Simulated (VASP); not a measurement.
# H11C20O in VASP: single point with PBEsol

Aim: the single point of H11C20O with PBEsol.

Program: VASP 6.6.1. These are calculated values, not measurements. Logs are shortened: lines on timing, memory, paths and dates and some standing lists are left out, and cuts for length are marked.

## (1) The cell of the first run

The cell holds a slab with vacuum, 32 atoms: a = 5.049 Å, b = 5.049 Å, c = 17.836 Å, α = 90.00°, β = 90.00°, γ = 90.00°.

## (2) Single point, PBEsol, collinear spin

Input file INCAR:

```
SYSTEM = H11C20O
ALGO = Normal
EDIFF = 1E-7
ENCUT = 520
GGA = PS
ISIF = 2
ISMEAR = 0
ISPIN = 2
LASPH = .TRUE.
LCHARG = .FALSE.
LORBIT = 11
LREAL = Auto
LWAVE = .FALSE.
MAGMOM = 0 0 0 0 0 0 0 0 0 0 0 0 0 0 0 0 0 0 0 0 0 0 0 0 0 0 0 0 0.31 0 0 0
NBANDS = 74
NELM = 150
PREC = Accurate
SIGMA = 0.05
```

Input file KPOINTS:

```
k-points
0
G
  3 3 1
  0 0 0
```

Input file POSCAR:

```
H11C20O
1.0
    5.0487420000      0.0000000000      0.0000000000
    0.0000000000      5.0487420000      0.0000000000
    0.0000000000      0.0000000000     17.8355610000
H C O
11 20 1
Direct
    0.4277867635      0.0000000000      0.0560677626
    0.0722132365      0.0000000000      0.0560677626
    0.9277869616      0.0000000000      0.0560677626
    0.5722132365      0.0000000000      0.0560677626
    0.4277867635      0.5000000000      0.0560677626
    0.0722132365      0.5000000000      0.0560677626
    0.9277869616      0.5000000000      0.0560677626
    0.5722132365      0.5000000000      0.0560677626
    0.2500822977      0.5657106265      0.3417523564
    0.7500048527      0.4919203635      0.3453124912
    0.2504103002      1.2338604349      0.3435714189
    0.2500000990      0.0000000000      0.0916539715
    0.7500000990      0.0000000000      0.0916539715
    0.2500000990      0.5000000000      0.0916539715
    0.7500000990      0.5000000000      0.0916539715
    0.2500000990      0.2500000990      0.1416944496
    0.7500000990      0.2500000990      0.1416944496
    0.2500000990      0.7500000990      0.1416944496
    0.7500000990      0.7500000990      0.1416944496
    0.0030124336      0.2511934656      0.1883992323
    0.4969891510      0.2512200069      0.1883989520
   -0.0025204298      0.7493742005      0.1944339738
    0.5025000287      0.7494118337      0.1944298248
   -0.0016596213      0.0118930617      0.2423596880
    0.5016495198      0.0119364388      0.2423543616
    0.0002804659      0.4867081740      0.2424349310
    0.4997682591      0.4867386767      0.2424268572
    0.2500092102      0.0426864752      0.2894541977
    0.7500038623      0.0947649929      0.2834088033
    0.2500357515      0.4514690986      0.2881381752
    0.7500030701      0.4101409817      0.2880071448
    0.2502195596      0.9817722910      0.3623459335
```

Potentials or basis: VASP PAW PBE potentials, release 64 (H, C, O).

On the command line:

```
> cat potpaw_PBE.64/H/POTCAR potpaw_PBE.64/C/POTCAR potpaw_PBE.64/O/POTCAR > POTCAR
> mpirun -np 1 vasp_std > vasp.out
```

OUTCAR:

```text
SYSTEM = H11C20O
   EDIFF = 1E-7
   ENCUT = 520
   GGA = PS
   ISIF = 2
   ISMEAR = 0
   ISPIN = 2
   LASPH = .TRUE.
   LORBIT = 11
   LREAL = Auto
   NELM = 150
   PREC = Accurate

 ion  position               nearest neighbor table
   1  0.428  0.000  0.056-   4 0.73  12 1.10
   2  0.072  0.000  0.056-   3 0.73  12 1.10
   3  0.928  0.000  0.056-   2 0.73  13 1.10
   4  0.572  0.000  0.056-   1 0.73  13 1.10
   5  0.428  0.500  0.056-   8 0.73  14 1.10
   6  0.072  0.500  0.056-   7 0.73  14 1.10
   7  0.928  0.500  0.056-   6 0.73  15 1.10
   8  0.572  0.500  0.056-   5 0.73  15 1.10
   9  0.250  0.566  0.342-  30 1.12
  10  0.750  0.492  0.345-  31 1.10
  11  0.250  0.234  0.344-  32 1.32  28 1.36  30 1.48
  12  0.250  0.000  0.092-   1 1.10   2 1.10  18 1.55  16 1.55
  13  0.750  0.000  0.092-   4 1.10   3 1.10  19 1.55  17 1.55
  14  0.250  0.500  0.092-   5 1.10   6 1.10  16 1.55  18 1.55
  15  0.750  0.500  0.092-   8 1.10   7 1.10  17 1.55  19 1.55
  16  0.250  0.250  0.142-  20 1.50  21 1.50  14 1.55  12 1.55
  17  0.750  0.250  0.142-  21 1.53  20 1.53  15 1.55  13 1.55
[... 8 lines left out ...]
  26  0.000  0.487  0.242-  30 1.51  20 1.53  31 1.55  22 1.58
  27  0.500  0.487  0.242-  30 1.51  21 1.53  31 1.55  23 1.58
  28  0.250  0.043  0.289-  32 1.34  11 1.36  25 1.53  24 1.53  30 2.06
  29  0.750  0.095  0.283-  24 1.51  25 1.51  31 1.59
  30  0.250  0.451  0.288-   9 1.12  11 1.48  27 1.51  26 1.51  28 2.06
  31  0.750  0.410  0.288-  10 1.10  27 1.55  26 1.55  29 1.59
  32  0.250  0.982  0.362-  11 1.32  28 1.34

  LATTYP: Found a simple tetragonal cell.
 ALAT       =     5.0487420000
 C/A-ratio  =     3.5326742781

  Lattice vectors:

 A1 = (   5.0487420000,   0.0000000000,   0.0000000000)
 A2 = (   0.0000000000,   5.0487420000,   0.0000000000)
 A3 = (   0.0000000000,   0.0000000000,  17.8355610000)

Analysis of symmetry for initial positions (statically):
=====================================================================
 Subroutine PRICEL returns:
 Original cell was already a primitive cell.

 Routine SETGRP: Setting up the symmetry group for a
 simple tetragonal supercell.

 Subroutine GETGRP returns: Found  1 space group operations
 (whereof  1 operations were pure point group operations)
 out of a pool of 16 trial point group operations.

The static configuration has the point symmetry C_1 .

Analysis of symmetry for dynamics (positions and initial velocities):
=====================================================================
 Subroutine PRICEL returns:
 Original cell was already a primitive cell.

 Routine SETGRP: Setting up the symmetry group for a
 simple tetragonal supercell.

 Subroutine GETGRP returns: Found  1 space group operations
 (whereof  1 operations were pure point group operations)
 out of a pool of 16 trial point group operations.

The dynamic configuration has the point symmetry C_1 .

Analysis of structural, dynamic, and magnetic symmetry:
=====================================================================
 Subroutine PRICEL returns:
 Original cell was already a primitive cell.

 Routine SETGRP: Setting up the symmetry group for a
 simple tetragonal supercell.

 Subroutine GETGRP returns: Found  1 space group operations
 (whereof  1 operations were pure point group operations)
 out of a pool of 16 trial point group operations.

The overall configuration has the point symmetry C_1 .

 Subroutine INISYM returns: Found  1 space group operations
 (whereof  1 operations are pure point group operations),
 and found     1 'primitive' translations

----------------------------------------------------------------------------------------

                                     Primitive cell

  volume of cell :     454.6248

  direct lattice vectors                    reciprocal lattice vectors
     5.048742000  0.000000000  0.000000000     0.198069143  0.000000000  0.000000000
     0.000000000  5.048742000  0.000000000     0.000000000  0.198069143  0.000000000
     0.000000000  0.000000000 17.835561000     0.000000000  0.000000000  0.056067763

  length of vectors
     5.048742000  5.048742000 17.835561000     0.198069143  0.198069143  0.056067763

  position of ions in fractional coordinates (direct lattice)
[... 105 lines left out ...]
   dimension x,y,z NGXF=    80 NGYF=   80 NGZF=  280
   ions per type =              11  20   1
   NGX,Y,Z   is equivalent  to a cutoff of  13.17, 13.17, 13.05 a.u.
   NGXF,Y,Z  is equivalent  to a cutoff of  26.34, 26.34, 26.10 a.u.
 SYSTEM =  H11C20O
   PREC   = accura    normal or accurate (medium, high low for compatibility)
   ISTART =      0    job   : 0-new  1-cont  2-samecut
   ICHARG =      2    charge: 1-file 2-atom 10-const
   ISPIN  =      2    spin polarized calculation?
   LNONCOLLINEAR =      F non collinear calculations
   LSORBIT =      F    spin-orbit coupling
   LASPH  =      T    aspherical Exc in radial PAW
   ENCUT  =  520.0 eV  38.22 Ry    6.18 a.u.   9.39  9.39 33.16*2*pi/ulx,y,z
   NELM   =    150;   NELMIN=  2; NELMDL= -5     # of ELM steps
   EDIFF  = 0.1E-06   stopping-criterion for ELM
   LREAL  =      T    real-space projection
   EDIFFG = 0.1E-05   stopping-criterion for IOM
   NSW    =      0    number of steps for IOM
   IBRION =     -1    ionic relax: 0-MD 1-quasi-New 2-CG
   NFREE  =      0    steps in history (QN), initial steepest desc. (CG)
   ISIF   =      2    stress and relaxation
   ISYM   =      2    0-nonsym 1-usesym 2-fastsym
   POTIM  = 0.5000    time-step for ionic-motion
   TEBEG  =    0.0;   TEEND  =   0.0 temperature during run
   PSTRESS=    0.0 pullay stress
   NELECT =      97.0000    total number of electrons
   NUPDOWN=      -1.0000    fix difference up-down
   EMIN   =  10.00;   EMAX   =-10.00  energy-range for DOS
   EFERMI =   0.00;   METHOD = LEGACY
   ISMEAR =     0;   SIGMA  =   0.05  broadening in eV -4-tet -1-fermi 0-gaus
   EFERMI_NEDOS =   21; number of points for ismear=-14 and -15
   IALGO  =     38    algorithm
   IMIX   =      4    mixing-type and parameters
     AMIX     =   0.40;   BMIX     =  1.00
     AMIX_MAG =   1.60;   BMIX_MAG =  1.00
  volume/ion in A,a.u.               =      14.21        95.87
  Fermi-wavevector in a.u.,A,eV,Ry     =   0.978245  1.848615 13.020280  0.956964
  Thomas-Fermi vector in A             =   2.109006
   LORBIT       =     11    0 simple, 1 ext, 2 COOP (PROOUT), +10 PAW based schemes
   GGA     = PS    functional components
   LHFCALC =     F    Hartree Fock is set to
   AEXX    =    0.0000 exact exchange contribution
   IVDW    =     0    specifies the selected vdW correction
   LEPSILON=     F    determine dielectric tensor
   LRPA    =     F    only Hartree local field effects (RPA)
 spin polarized calculation
 Gauss-broadening in eV      SIGMA  =   0.05
  energy-cutoff  :      520.00
  volume of cell :      454.62
 maximum number of plane-waves:     12271
 NGX is ok and might be reduce to    40
   NGX = 19   NGY = 19   NGZ = 67

 number of electron      97.0000007 magnetization       1.0000061

 Free energy of the ion-electron system (eV)
  ---------------------------------------------------
  ext. energy  EPLUGINS =         0.00000000
  ---------------------------------------------------
  free energy    TOTEN  =      -218.56469135 eV

  energy without entropy =     -218.56469135  energy(sigma->0) =     -218.56469135

 E-fermi :   0.3623     XC(G=0):  -5.0636

 val. band max:        0.1450336026   @ k =   0.0000   0.0000   0.0000
 cond. band min:       1.0541390585   @ k =   0.0000   0.0000   0.0000
 fundamental gap:      0.9091054559
 Fermi energy:         0.3623257218

 spin component 1

 k-point     1 :       0.0000    0.0000    0.0000
  band No.  band energies     occupation
      1     -21.6836      1.00000
      2     -20.7721      1.00000
      3     -18.5629      1.00000
      4     -16.8605      1.00000
      5     -16.5640      1.00000
      6     -16.5332      1.00000
[... 304 lines left out ...]
     59       6.0013      0.00000
     60       6.4423      0.00000
 Fermi energy:         0.3623257218

 spin component 2

 k-point     1 :       0.0000    0.0000    0.0000
  band No.  band energies     occupation
      1     -21.6472      1.00000
      2     -20.7403      1.00000
      3     -18.4939      1.00000
      4     -16.8180      1.00000
      5     -16.5437      1.00000
      6     -16.4824      1.00000
[... 304 lines left out ...]
     59       6.0368      0.00000
     60       6.4644      0.00000
 [bands above 60 left out]

------------------------ aborting loop because EDIFF is reached ----------------------------------------

  FORCE on cell =-STRESS in cart. coord.  units (eV):
  Direction    XX          YY          ZZ          XY          YZ          ZX
  --------------------------------------------------------------------------------------
  -------------------------------------------------------------------------------------
  Total       66.9156512     -7.7849822     -4.0522261      0.0040678     -0.0754575     -0.0165799
  in kB      235.8224574    -27.4356388    -14.2807535      0.0143355     -0.2659256     -0.0584304
  external PRESSURE =      64.7020217 kB  Pullay stress =       0.0000000 kB

 VOLUME and BASIS-vectors are now :
 -----------------------------------------------------------------------------
  energy-cutoff  :      520.00
  volume of cell :      454.62
      direct lattice vectors                 reciprocal lattice vectors
     5.048742000  0.000000000  0.000000000     0.198069143  0.000000000  0.000000000
     0.000000000  5.048742000  0.000000000     0.000000000  0.198069143  0.000000000
     0.000000000  0.000000000 17.835561000     0.000000000  0.000000000  0.056067763

 POSITION                                       TOTAL-FORCE (eV/Angst)
 -----------------------------------------------------------------------------------
      2.15978      0.00000      1.00000        -8.865229     -0.041434      0.030971
      0.36459      0.00000      1.00000         8.865314     -0.041266      0.030965
      4.68416      0.00000      1.00000        -8.870558     -0.028472      0.028206
      2.88896      0.00000      1.00000         8.870488     -0.028698      0.028351
      2.15978      2.52437      1.00000        -8.847988      0.036431      0.023612
      0.36459      2.52437      1.00000         8.848102      0.036594      0.023553
[... 24 lines left out ...]
      3.78657      2.07070      5.13677         0.002871      0.007604      0.016431
      1.26329      4.95672      6.46264        -0.004950     -0.140932      0.321673
 -----------------------------------------------------------------------------------
    total drift:                               -0.000769      0.026433      0.072642

  FREE ENERGIE OF THE ION-ELECTRON SYSTEM (eV)
  ---------------------------------------------------
  free  energy   TOTEN  =      -218.5646913469 eV

  energy  without entropy=     -218.5646913469  energy(sigma->0) =     -218.56469135

 total charge

# of ion       s       p       d       tot
------------------------------------------
    1        0.736   0.101   0.000   0.837
    2        0.736   0.101   0.000   0.837
    3        0.736   0.101   0.000   0.837
    4        0.736   0.101   0.000   0.837
    5        0.736   0.101   0.000   0.837
    6        0.736   0.101   0.000   0.837
[... 24 lines left out ...]
   31        0.828   1.714   0.000   2.542
   32        1.577   3.500   0.000   5.077
--------------------------------------------------
tot         25.826  39.077   0.000  64.903

 magnetization (x)

# of ion       s       p       d       tot
------------------------------------------
    1        0.000   0.000   0.000   0.000
    2        0.000   0.000   0.000   0.000
    3       -0.000   0.000   0.000   0.000
    4       -0.000   0.000   0.000   0.000
    5        0.001   0.000   0.000   0.001
    6        0.001   0.000   0.000   0.001
[... 24 lines left out ...]
   31        0.003  -0.004   0.000  -0.001
   32        0.000   0.005   0.000   0.005
--------------------------------------------------
tot          0.080   0.489   0.000   0.569
```

It took 12 min on 1 thread of Intel Xeon Platinum 8559C (Emerald Rapids), shared host; peak memory 0.77 GiB.

Results:

* Free energy: -218.5647 eV
* Largest force: 8.871 eV/Å
* Band gap on the k mesh: 0.91 eV
* Net moment: 1.00 μB per cell
* Site moments: H +0.00, -0.00, +0.01 (each value once); C -0.00, +0.00, +0.01, +0.03, +0.45 (each value once); O +0.01 μB
* Valence electrons inside the program's atomic spheres: H 0.84, 0.64, 0.67, 0.50 (each value once); C 2.67, 2.60, 2.57, 2.50, 2.52, 2.61, 2.49, 2.55, 2.45, 2.54 (each value once); O 5.08

Forces in eV/Å, atoms in the order of the input:
```
H   -8.865 -0.041  0.031
H    8.865 -0.041  0.031
H   -8.871 -0.028  0.028
H    8.870 -0.029  0.028
H   -8.848  0.036  0.024
H    8.848  0.037  0.024
H   -8.856  0.029  0.019
H    8.856  0.028  0.019
H   -0.001  0.020  0.039
H    0.000  0.011  0.027
H   -0.004  0.059 -0.029
C    0.000 -0.150  1.165
C    0.001 -0.079  1.173
C    0.000  0.165  1.190
C    0.000  0.056  1.225
C    0.000 -0.059 -2.860
C    0.000 -0.003 -2.449
C   -0.001  0.025  0.246
C   -0.001  0.048 -0.057
C   -0.005 -0.007 -0.007
C    0.007 -0.008 -0.010
C    0.012  0.004  0.008
C   -0.007  0.001  0.008
C    0.008 -0.024 -0.011
C   -0.007 -0.026 -0.015
C   -0.014  0.037 -0.002
C    0.008  0.038 -0.001
C    0.005  0.086 -0.243
C   -0.002 -0.003  0.046
C    0.003 -0.046  0.014
C    0.003  0.008  0.016
O   -0.005 -0.141  0.322
```

Levels at points of the mesh, in eV from the valence-band top:
Spin up:
| k point | band 45 | band 46 | band 47 | band 48 | band 49 | band 50 | band 51 | band 52 | band 53 | band 54 |
| --- | --- | --- | --- | --- | --- | --- | --- | --- | --- | --- |
| (0.00, 0.00, 0.00) | -1.68 | -1.24 | -0.88 | -0.52 | -0.02 | 2.37 | 2.86 | 3.84 | 3.92 | 4.08 |
Spin down:
```csv
k point,band 45,band 46,band 47,band 48,band 49,band 50,band 51,band 52
"(0.00, 0.00, 0.00)",-1.66,-1.22,-0.51,0.00,0.91,2.37,2.90,3.85
```

Caveat: there is no dipole correction, which matters where the two faces differ; the PAW data sets were made with another functional, which shifts forces and pressure a little.
